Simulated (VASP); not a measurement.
**AlN: single point with PBE**

Crystal: AlN.

```
Al N
1.0
     3.13020    0.00000    0.00000
    -1.56510    2.71084    0.00000
     0.00000    0.00000    5.01802
Al N
2 2
Direct
  0.66667 0.33333 0.49923
  0.33333 0.66667 0.99923
  0.66667 0.33333 0.88077
  0.33333 0.66667 0.38077
```

| Property | Result |
| --- | --- |
| Program | VASP 6.6.1 |
| Task | single point |
| Functional | PBE |
| Potentials or basis | VASP PAW PBE potentials, release 64 (Al, N) |
| Cutoff | 520 eV |
| k mesh | 9 × 9 × 4 |
| Occupations | gaussian, width 0.02 eV |
| Spin | no spin polarisation |

```
Pressure               : -0.3 GPa
Band gap on the k mesh : 4.04 eV, direct
```

Levels at points of the mesh, in eV from the valence-band top:
| k point | band 4 | band 5 | band 6 | band 7 | band 8 | band 9 | band 10 | band 11 | band 12 | band 13 |
| --- | --- | --- | --- | --- | --- | --- | --- | --- | --- | --- |
| (0.00, 0.00, 0.00) | -0.84 | -0.84 | -0.20 | -0.20 | 0.00 | 4.04 | 6.51 | 10.46 | 11.03 | 11.03 |
| (0.00, 0.00, 0.50) | -3.30 | -0.53 | -0.53 | -0.53 | -0.53 | 6.31 | 6.31 | 10.17 | 10.17 | 11.34 |

Wall time 8.9 s on 1 thread of Intel(R) Xeon(R) 6975P-C (Granite Rapids) (shared host), peak memory 0.16 GiB.

As with any semilocal functional, this PBE gap is likely too small.
